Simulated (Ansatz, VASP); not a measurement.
# Ti in VASP and in Ansatz

```
CELL_PARAMETERS angstrom
2.50574 0.00000 0.00000
-1.25287 2.17004 0.00000
0.00000 0.00000 4.26584
ATOMIC_POSITIONS crystal
Ti 0.33333 0.66667 0.25000
Ti 0.66667 0.33333 0.75000
```

Change from the starting cell: volume scaled by 0.72, PAW files.

Alike in both runs: task single point; functional LDA; k mesh 15 × 15 × 8; occupations fermi-dirac, width 0.05 eV; no spin polarisation.

|  | VASP | Ansatz |
| --- | --- | --- |
| version | VASP 6.6.1 | Ansatz 0.2.0 |
| potentials or method | VASP PAW LDA potentials, release 64 (Ti_sv) | PAW with Ansatz's default frozen-core files, scalar-relativistic |
| plane-wave cutoff (eV) | 520 | 420 |
| valence electrons in the cell | 24 | 24 |

```tsv
	VASP	Ansatz	Ansatz less VASP
pressure (GPa)	67.3	68.1	+0.81
traceless stress, the component that is largest in VASP (GPa)	-0.29	-0.08	+0.206
```

LDA's correlation is that of Perdew and Zunger in VASP and of Perdew and Wang (1992) in Ansatz. Both programs put the cell under a high pressure, so it lies far from rest at this level.

Noted on VASP's run: the cell as given lies far from equilibrium.
